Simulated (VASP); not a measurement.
A run of VASP 6.6.1 is set up as follows.

File INCAR:

```
  PREC = Accurate
  ENCUT = 600
  EDIFF = 1E-6
  ISMEAR = -1
  SIGMA = 0.1
  LREAL = False
  LASPH = True
  NELM = 100
  ALGO = Normal
  ISIF = 3
  LWAVE = False
  LCHARG = False
  GGA = CA
  IBRION = 2
  NSW = 60
  EDIFFG = -0.005
  PSTRESS = 220.0
```

The input KPOINTS:

```
Automatic mesh
0
Gamma
  8 8 11
```

File POSCAR:

```
Na
1.0
    4.5625999574      0.0000000000      0.0000000000
   -2.2812999787      3.9513274704      0.0000000000
    0.0000000000      0.0000000000      2.8288119736
Na
3
Direct
    0.0000000000      0.0000000000      0.0000000000
    0.3333333333      0.6666666667      0.5000000000
    0.6666666667      0.3333333333      0.5000000000
```

Potentials or basis: VASP PAW LDA potentials, release 64 (Na_pv).

The run is started by

```bash
$ cat potpaw_LDA.64/Na_pv/POTCAR > POTCAR
$ mpirun -np 1 vasp_std > vasp.out
```

Estimate the relaxed cell.

a = 4.631 Å, b = 4.631 Å, c = 2.749 Å, α = 90.00°, β = 90.00°, γ = 120.00°.

What does it give for the relaxed volume?

17.02 Å³/atom.

What does it give for the space group after relaxing (to 0.05 Å)?

P6/mmm (No. 191).

Step by step:
| step | energy change (eV) | largest force (eV/Å) | pressure (GPa) | volume (Å³) |
| --- | --- | --- | --- | --- |
| 1 | 0.0000 | 0.0000 | 22.10 | 51.00 |
| 2 | -0.0158 | 0.0000 | 22.06 | 51.07 |
| 3 | -0.0436 | 0.0000 | 21.69 | 51.23 |
| 4 | -0.0447 | 0.0000 | 21.73 | 51.24 |
| 5 | -0.0016 | 0.0000 | 22.27 | 50.93 |
| 6 | -0.0204 | 0.0000 | 21.99 | 51.06 |

Caveat: the cell is relaxed towards a set pressure, so the enthalpy falls and the energy may rise.
